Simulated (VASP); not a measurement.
Runs of VASP 6.6.1 on AlC. The structure is that of space group Fm-3m (No. 225), or close to it. The cells are those of the table. 

| cell | gap on the mesh (eV) | pressure (GPa) |
| --- | --- | --- |
| a = 3.021 Å, angles 60.0°, 2 atoms | none | (a) |
| a = 3.019 Å, angles 60.0°, 2 atoms | none | -0.2 |
| a = 3.011 Å, angles 60.3°, 2 atoms | none | 0.2 |
| a = 3.019 Å, angles 120.0, 120.0, 90.0°, 2 atoms | none | -0.2 |

Alike in all rows: task single point; level PBE; potentials or basis VASP PAW PBE potentials, release 64 (Al, C); no spin polarisation; k mesh 7 × 7 × 7; cutoff (eV) 600; smearing gaussian 0.2 eV.

Problem. Fill in the values left out.

Solution. (a) -0.4.

Caveats: all runs use coarse meshes.

A gap of «none» marks levels without a gap at the run's occupations.
